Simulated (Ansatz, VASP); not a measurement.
## One calculation of SnO, two programs

```
Sn O
1.0
     3.82065    0.00001    0.00000
    -0.00001    4.01168    0.00000
     0.00000    0.00000   30.63443
Sn O
2 2
Direct
  0.99985 0.99985 0.46248
  0.49985 0.49985 0.53752
  0.99985 0.49985 0.49845
  0.49985 0.99985 0.50155
```

Change from the starting cell: strain along y +0.050, atoms relaxed.

Alike in both runs: functional PBE; dispersion D3(BJ); k mesh 6 × 6 × 1; occupations gaussian, width 0.02 eV; no spin polarisation.

Ansatz relaxed the structure, and its values are those at the end. VASP's run is a single point on that final structure, the one shown.

```csv
,VASP,Ansatz
version,VASP 6.6.1,Ansatz 0.2.0
potentials or method,"VASP PAW PBE potentials, release 64 (Sn_d, O_h), cutoff 1000 eV","scalar-relativistic, plane waves, PAW"
valence electrons in the cell,40,40
```

```csv
,VASP,Ansatz,Ansatz less VASP
gap on the k mesh at the Fermi level (eV),2.74,2.79,+0.054
least direct gap on the mesh (eV),2.77,2.82,+0.053
rms of the force components (eV/Å),0.029,0.000,-0.0288
```

Ansatz's warnings: stress scf threshold loose, structure snapped to symmetry, xc potential rough in thin density.
